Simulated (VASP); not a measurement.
# TlPt: single point with PBEsol

The system is TlPt.

```
Tl Pt
1.0
     6.15159    0.00000    0.00000
    -3.07579    5.32743    0.00000
     0.00000    0.00000    4.09788
Tl Pt
3 3
Direct
  0.00000 0.50000 0.00000
  0.50000 0.50000 0.00000
  0.50000 0.00000 0.00000
  0.66667 0.33333 0.50000
  0.33333 0.66667 0.50000
  0.00000 0.00000 0.00000
```

```
Program             : VASP 6.6.1
Task                : single point
Functional          : PBEsol
Potentials or basis : VASP PAW PBE potentials, release 64 (Tl_d, Pt)
Cutoff              : 520 eV
k mesh              : 6 × 6 × 6
Occupations         : fermi-dirac, width 0.05 eV
Spin                : no spin polarisation
```

The pressure is 2.0 GPa.

Stress tensor (GPa, compression positive):
```
2.08 0.00 0.00
0.00 2.08 0.00
0.00 0.00 1.97
```

Levels at points of the mesh, in eV from the Fermi level:
| k point | band 33 | band 34 | band 35 | band 36 | band 37 | band 38 |
| --- | --- | --- | --- | --- | --- | --- |
| (0.00, 0.00, 0.00) | -0.42 | -0.42 | -0.31 | -0.31 | 0.03 | 0.53 |
| (0.50, 0.00, 0.00) | -1.00 | -0.67 | 1.41 | 2.20 | 2.89 | 3.22 |
| (0.00, 0.00, 0.50) | -0.59 | 0.66 | 0.66 | 1.14 | 1.14 | 1.29 |
| (0.50, 0.00, 0.50) | -0.85 | -0.84 | -0.01 | 0.64 | 1.19 | 2.75 |

Run time: 4.2 min on 1 thread of Intel(R) Xeon(R) Platinum 8259CL CPU @ 2.50GHz (Skylake/Cascade Lake) (shared host), peak memory 0.31 GiB.

Caveat: the PAW data sets were made with another functional, which shifts forces and pressure a little; spin-orbit coupling is left out, which moves the levels of the heavy elements.
